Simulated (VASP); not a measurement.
# Ta3N (C2) in VASP: single point with PBEsol

Aim: the single point of Ta3N with PBEsol.

Program: VASP 6.6.1. These are calculated values, not measurements. Logs are shortened: lines on timing, memory, paths and dates and some standing lists are left out, and cuts for length are marked.

**1. The cell of the first run**

Symmetry: C2, No. 5, monoclinic system. The conventional cell has a = 5.197 Å, b = 3.001 Å, c = 7.450 Å, α = 90.00°, β = 90.00°, γ = 90.00°. Within 3.9 Å of Ta (site symmetry 2) lie 12 Ta at 2.99 to 3.00 Å and 2 N at 3.73 Å. Within 2.7 Å of Ta (site symmetry 1) lie 3 N at 2.06 to 2.26 Å. N (site symmetry 2) has 6 Ta at 2.06 to 2.26 Å within 2.7 Å.

**2. Single point, PBEsol (atom 4 (N) moved by (-0.150, +0.000) A along x and y)**

INCAR reads:

```
SYSTEM = Ta3N
ALGO = Normal
EDIFF = 1E-6
ENCUT = 520
GGA = PS
ISIF = 2
ISMEAR = 0
LASPH = .TRUE.
LCHARG = .TRUE.
LELF = .TRUE.
LREAL = .FALSE.
LVHAR = .TRUE.
LWAVE = .FALSE.
NBANDS = 27
NELM = 100
PREC = Accurate
SIGMA = 0.15
```

KPOINTS reads:

```
k-points
0
G
  18 18 8
  0 0 0
```

POSCAR reads:

```
Ta3N
1.0
    3.0005045844      0.0000000000      0.0000000000
   -1.5002522922      2.5985131942      0.0000000000
    0.0000000000      0.0000000000      7.4499251172
Ta N
3 1
Direct
    0.0000000000      0.0000000000      0.5000000000
    0.3333333333      0.6666666667      0.1725859884
    0.6666666667      0.3333333333      0.8274140116
   -0.0499915917      0.0000000000      0.0000000000
```

Potentials or basis: VASP PAW PBE potentials, release 64 (Ta_pv, N).

On the command line:

```
$ cat potpaw_PBE.64/Ta_pv/POTCAR potpaw_PBE.64/N/POTCAR > POTCAR
$ mpirun -np 1 vasp_std > vasp.out
```

OUTCAR:

```text
SYSTEM = Ta3N
   EDIFF = 1E-6
   ENCUT = 520
   GGA = PS
   ISIF = 2
   ISMEAR = 0
   LASPH = .TRUE.
   LREAL = .FALSE.
   NELM = 100
   PREC = Accurate

 ion  position               nearest neighbor table
   1  0.000  0.000  0.500-   2 2.99   3 2.99   2 2.99   3 2.99   3 2.99   2 2.99
   2  0.333  0.667  0.173-   4 2.06   4 2.16   4 2.26   1 2.99   1 2.99   1 2.99   3 3.10   3 3.10
                             3 3.10
   3  0.667  0.333  0.827-   4 2.06   4 2.16   4 2.26   1 2.99   1 2.99   1 2.99   2 3.10   2 3.10
                             2 3.10
   4  0.950  0.000  0.000-   3 2.06   2 2.06   2 2.16   3 2.16   2 2.26   3 2.26

  LATTYP: Found a hexagonal cell.
 ALAT       =     3.0005045844
 C/A-ratio  =     2.4828907631

  Lattice vectors:

 A1 = (   3.0005045844,   0.0000000000,   0.0000000000)
 A2 = (  -1.5002522922,   2.5985131942,   0.0000000000)
 A3 = (   0.0000000000,   0.0000000000,   7.4499251172)

Analysis of symmetry for initial positions (statically):
=====================================================================
 Subroutine PRICEL returns:
 Original cell was already a primitive cell.

 Routine SETGRP: Setting up the symmetry group for a
 hexagonal supercell.

 Subroutine GETGRP returns: Found  2 space group operations
 (whereof  2 operations were pure point group operations)
 out of a pool of 24 trial point group operations.

The static configuration has the point symmetry C_2 .

Analysis of symmetry for dynamics (positions and initial velocities):
=====================================================================
 Subroutine PRICEL returns:
 Original cell was already a primitive cell.

 Routine SETGRP: Setting up the symmetry group for a
 hexagonal supercell.

 Subroutine GETGRP returns: Found  2 space group operations
 (whereof  2 operations were pure point group operations)
 out of a pool of 24 trial point group operations.

The dynamic configuration has the point symmetry C_2 .

 Subroutine INISYM returns: Found  2 space group operations
 (whereof  2 operations are pure point group operations),
 and found     1 'primitive' translations

----------------------------------------------------------------------------------------

                                     Primitive cell

  volume of cell :      58.0860

  direct lattice vectors                    reciprocal lattice vectors
     3.000504584  0.000000000  0.000000000     0.333277278  0.192417726  0.000000000
    -1.500252292  2.598513194  0.000000000     0.000000000  0.384835452  0.000000000
     0.000000000  0.000000000  7.449925117     0.000000000  0.000000000  0.134229537

  length of vectors
     3.000504584  3.000504584  7.449925117     0.384835452  0.384835452  0.134229537

  position of ions in fractional coordinates (direct lattice)
     0.000000000  0.000000000  0.500000000
     0.333333333  0.666666667  0.172585988
     0.666666667  0.333333333  0.827414012
     0.950008408  0.000000000  0.000000000

  ion indices of the primitive-cell ions
   primitive index   ion index
                 1           1
                 2           2
                 3           3
                 4           4

----------------------------------------------------------------------------------------

 KPOINTS: k-points

Automatic generation of k-mesh.
 Grid dimensions read from file:
 generate k-points for:   18   18    8

 Generating k-lattice:

  Cartesian coordinates                     Fractional coordinates (reciprocal lattice)
     0.018515404  0.010689874  0.000000000     0.055555556  0.000000000  0.000000000
     0.000000000  0.021379747  0.000000000     0.000000000  0.055555556  0.000000000
     0.000000000  0.000000000  0.016778692     0.000000000  0.000000000  0.125000000

  Length of vectors
     0.021379747  0.021379747  0.016778692

  Shift w.r.t. Gamma in fractional coordinates (k-lattice)
     0.000000000  0.000000000  0.000000000

 Subroutine IBZKPT returns following result:
 ===========================================

 Found    695 irreducible k-points:

 Following reciprocal coordinates:
            Coordinates               Weight
  0.000000  0.000000  0.000000      1.000000
  0.055556  0.000000  0.000000      4.000000
  0.000000  0.055556  0.000000      2.000000
  0.111111  0.000000  0.000000      4.000000
  0.000000  0.111111  0.000000      2.000000
  0.166667  0.000000  0.000000      4.000000
[... 16 lines left out ...]
 -0.055556  0.166667  0.000000      4.000000
 -0.166667  0.111111  0.000000      4.000000
 [... further k-points ...]
   k-points           NKPTS =    695   k-points in BZ     NKDIM =    695   number of bands    NBANDS=     27
   number of dos      NEDOS =    301   number of ions     NIONS =      4
   total plane-waves  NPLWV =  32256
   dimension x,y,z NGX =    24 NGY =   24 NGZ =   56
   dimension x,y,z NGXF=    48 NGYF=   48 NGZF=  112
   ions per type =               3   1
   NGX,Y,Z   is equivalent  to a cutoff of  13.30, 13.30, 12.50 a.u.
   NGXF,Y,Z  is equivalent  to a cutoff of  26.59, 26.59, 24.99 a.u.
 SYSTEM =  Ta3N
   PREC   = accura    normal or accurate (medium, high low for compatibility)
   ISTART =      0    job   : 0-new  1-cont  2-samecut
   ICHARG =      2    charge: 1-file 2-atom 10-const
   ISPIN  =      1    spin polarized calculation?
   LNONCOLLINEAR =      F non collinear calculations
   LSORBIT =      F    spin-orbit coupling
   LASPH  =      T    aspherical Exc in radial PAW
   ENCUT  =  520.0 eV  38.22 Ry    6.18 a.u.   5.58  5.58 13.85*2*pi/ulx,y,z
   NELM   =    100;   NELMIN=  2; NELMDL= -5     # of ELM steps
   EDIFF  = 0.1E-05   stopping-criterion for ELM
   LREAL  =      F    real-space projection
   EDIFFG = 0.1E-04   stopping-criterion for IOM
   NSW    =      0    number of steps for IOM
   IBRION =     -1    ionic relax: 0-MD 1-quasi-New 2-CG
   NFREE  =      0    steps in history (QN), initial steepest desc. (CG)
   ISIF   =      2    stress and relaxation
   ISYM   =      2    0-nonsym 1-usesym 2-fastsym
   POTIM  = 0.5000    time-step for ionic-motion
   TEBEG  =    0.0;   TEEND  =   0.0 temperature during run
   PSTRESS=    0.0 pullay stress
   NELECT =      38.0000    total number of electrons
   NUPDOWN=      -1.0000    fix difference up-down
   EMIN   =  10.00;   EMAX   =-10.00  energy-range for DOS
   EFERMI =   0.00;   METHOD = LEGACY
   ISMEAR =     0;   SIGMA  =   0.15  broadening in eV -4-tet -1-fermi 0-gaus
   EFERMI_NEDOS =   21; number of points for ismear=-14 and -15
   IALGO  =     38    algorithm
   IMIX   =      4    mixing-type and parameters
     AMIX     =   0.40;   BMIX     =  1.00
     AMIX_MAG =   1.60;   BMIX_MAG =  1.00
  volume/ion in A,a.u.               =      14.52        98.00
  Fermi-wavevector in a.u.,A,eV,Ry     =   1.421169  2.685620 27.479968  2.019721
  Thomas-Fermi vector in A             =   2.542007
   LORBIT       =      0    0 simple, 1 ext, 2 COOP (PROOUT), +10 PAW based schemes
   GGA     = PS    functional components
   LHFCALC =     F    Hartree Fock is set to
   AEXX    =    0.0000 exact exchange contribution
   IVDW    =     0    specifies the selected vdW correction
   LEPSILON=     F    determine dielectric tensor
   LRPA    =     F    only Hartree local field effects (RPA)
 non-spin polarized calculation
 Gauss-broadening in eV      SIGMA  =   0.15
  energy-cutoff  :      520.00
  volume of cell :       58.09
 maximum number of plane-waves:      1608
   NGX = 11   NGY = 11   NGZ = 27

 number of electron      37.9999994 magnetization

 Free energy of the ion-electron system (eV)
  ---------------------------------------------------
  ext. energy  EPLUGINS =         0.00000000
  ---------------------------------------------------
  free energy    TOTEN  =       -48.27321553 eV

  energy without entropy =      -48.23680484  energy(sigma->0) =      -48.25501018

 E-fermi :   6.7378     XC(G=0): -12.9654

 val. band max:        6.7377182895   @ k =  -0.3889  -0.1111   0.1250
 cond. band min:       6.7401686657   @ k =  -0.0556   0.1667   0.2500
 fundamental gap:      0.0024503761
 Fermi energy:         6.7377901066

 k-point     1 :       0.0000    0.0000    0.0000
  band No.  band energies     occupation
      1     -28.3759      2.00000
      2     -28.0267      2.00000
      3     -27.6599      2.00000
      4     -27.6590      2.00000
      5     -27.6049      2.00000
      6     -27.6033      2.00000
[... 19 lines left out ...]
     26       9.4106      0.00000
     27      10.0554      0.00000

 k-point     2 :       0.0556    0.0000    0.0000
  band No.  band energies     occupation
      1     -28.3704      2.00000
      2     -28.0236      2.00000
      3     -27.6856      2.00000
      4     -27.6671      2.00000
      5     -27.6276      2.00000
      6     -27.6081      2.00000
[... 19 lines left out ...]
     26       9.5107      0.00000
     27      10.2167      0.00000

 k-point     3 :       0.0000    0.0556    0.0000
  band No.  band energies     occupation
      1     -28.3704      2.00000
      2     -28.0236      2.00000
      3     -27.6850      2.00000
      4     -27.6679      2.00000
      5     -27.6260      2.00000
      6     -27.6097      2.00000
[... 19 lines left out ...]
     26       9.4731      0.00000
     27      10.1830      0.00000

 k-point     4 :       0.1111    0.0000    0.0000
  band No.  band energies     occupation
      1     -28.3553      2.00000
      2     -28.0174      2.00000
      3     -27.7556      2.00000
      4     -27.7034      2.00000
      5     -27.6799      2.00000
      6     -27.6213      2.00000
[... 19 lines left out ...]
     26       9.8416      0.00000
     27      10.5095      0.00000

 k-point     5 :       0.0000    0.1111    0.0000
  band No.  band energies     occupation
      1     -28.3551      2.00000
      2     -28.0175      2.00000
      3     -27.7525      2.00000
      4     -27.7133      2.00000
      5     -27.6703      2.00000
      6     -27.6247      2.00000
[... 19 lines left out ...]
     26       9.9498      0.00000
     27      10.3267      0.00000

 k-point     6 :       0.1667    0.0000    0.0000
  band No.  band energies     occupation
      1     -28.3352      2.00000
      2     -28.0228      2.00000
      3     -27.8474      2.00000
      4     -27.7958      2.00000
      5     -27.7163      2.00000
      6     -27.6416      2.00000
[... 444 lines left out ...]
      1     -28.3602      2.00000
      2     -28.0188      2.00000
      3     -27.7257      2.00000
      4     -27.7064      2.00000
      5     -27.6499      2.00000
      6     -27.6230      2.00000
[... 19 lines left out ...]
     26       9.7824      0.00000
     27      10.3694      0.00000

 k-point    22 :       0.1111    0.0556    0.0000
  band No.  band energies     occupation
      1     -28.3422      2.00000
      2     -28.0172      2.00000
      3     -27.8120      2.00000
      4     -27.7622      2.00000
      5     -27.7001      2.00000
      6     -27.6392      2.00000
[... 19 lines left out ...]
     26      10.1791      0.00000
     27      10.6813      0.00000

 k-point    23 :      -0.0556    0.1667    0.0000
  band No.  band energies     occupation
      1     -28.3420      2.00000
      2     -28.0173      2.00000
      3     -27.8079      2.00000
      4     -27.7706      2.00000
      5     -27.6929      2.00000
      6     -27.6425      2.00000
[... 19 lines left out ...]
     26      10.2439      0.00000
     27      10.5354      0.00000

 k-point    24 :      -0.1667    0.1111    0.0000
  band No.  band energies     occupation
      1     -28.3424      2.00000
      2     -28.0170      2.00000
      3     -27.8046      2.00000
      4     -27.7773      2.00000
      5     -27.6882      2.00000
      6     -27.6429      2.00000
[... 19 lines left out ...]
     26      10.1257      0.00000
     27      10.6097      0.00000

 [... further k-points ...]
[... 5 lines left out ...]
  --------------------------------------------------------------------------------------
  -------------------------------------------------------------------------------------
  Total        0.7723869      0.3774392      0.9591271      0.0000000     -0.4998318      0.0000000
  in kB       21.3046482     10.4108573     26.4554770      0.0000000    -13.7867947      0.0000000
  external PRESSURE =      19.3903275 kB  Pullay stress =       0.0000000 kB

 VOLUME and BASIS-vectors are now :
 -----------------------------------------------------------------------------
  energy-cutoff  :      520.00
  volume of cell :       58.09
      direct lattice vectors                 reciprocal lattice vectors
     3.000504584  0.000000000  0.000000000     0.333277278  0.192417726  0.000000000
    -1.500252292  2.598513194  0.000000000     0.000000000  0.384835452  0.000000000
     0.000000000  0.000000000  7.449925117     0.000000000  0.000000000  0.134229537

 POSITION                                       TOTAL-FORCE (eV/Angst)
 -----------------------------------------------------------------------------------
      0.00000      0.00000      3.72496        -0.043442      0.000000      0.000000
     -0.00000      1.73234      1.28575        -1.039276     -0.162392      0.389240
      1.50025      0.86617      6.16417        -1.039276      0.162392     -0.389240
      2.85050      0.00000      0.00000         2.121994      0.000000      0.000000
 -----------------------------------------------------------------------------------
    total drift:                                0.000398      0.000000      0.000000

  FREE ENERGIE OF THE ION-ELECTRON SYSTEM (eV)
  ---------------------------------------------------
  free  energy   TOTEN  =       -48.2732155265 eV

  energy  without entropy=      -48.2368048380  energy(sigma->0) =      -48.25501018
```

Run time: 11 min. Hardware: 1 thread of AMD EPYC 9R45 (Zen 5), shared host; peak memory 0.86 GiB.

What came out:

```
Free energy            : -48.2732 eV
Pressure               : 1.9 GPa
Largest force          : 2.122 eV/Å
Band gap on the k mesh : zero (band 19 reaches 7.35 eV, above the bottom of band 20 at 6.45 eV)
```

Forces on the atoms (eV/Å):
```
Ta  -0.043  0.000  0.000
Ta  -1.039 -0.162  0.389
Ta  -1.039  0.162 -0.389
N    2.122  0.000  0.000
```

Stress tensor (GPa, compression positive):
```
 2.13  0.00  0.00
 0.00  1.04 -1.38
 0.00 -1.38  2.65
```

Levels at points of the mesh, in eV from the Fermi level:
```tsv
k point	band 16	band 17	band 18	band 19	band 20	band 21	band 22	band 23
(0.00, 0.00, 0.00)	-1.45	-0.55	-0.51	-0.39	0.19	0.28	1.04	1.73
(0.50, 0.00, 0.00)	-3.18	-1.13	-0.60	0.28	0.79	1.02	3.57	4.20
(0.00, 0.50, 0.00)	-3.18	-1.13	-0.53	0.00	0.87	1.00	3.31	4.30
(0.00, 0.00, 0.50)	-1.40	-1.20	-0.31	-0.30	0.57	0.57	0.89	1.16
(0.50, 0.00, 0.50)	-2.98	-1.31	-1.21	0.22	1.01	1.33	2.58	4.53
(0.00, 0.50, 0.50)	-2.97	-1.32	-1.28	0.22	0.88	1.32	2.66	4.52
```

Caveat: the cell differs from its parent crystal (atom 4 (N) moved by (-0.150, +0.000) A along x and y); the PAW data sets were made with another functional, which shifts forces and pressure a little; spin-orbit coupling is left out, which moves the levels of the heavy elements.
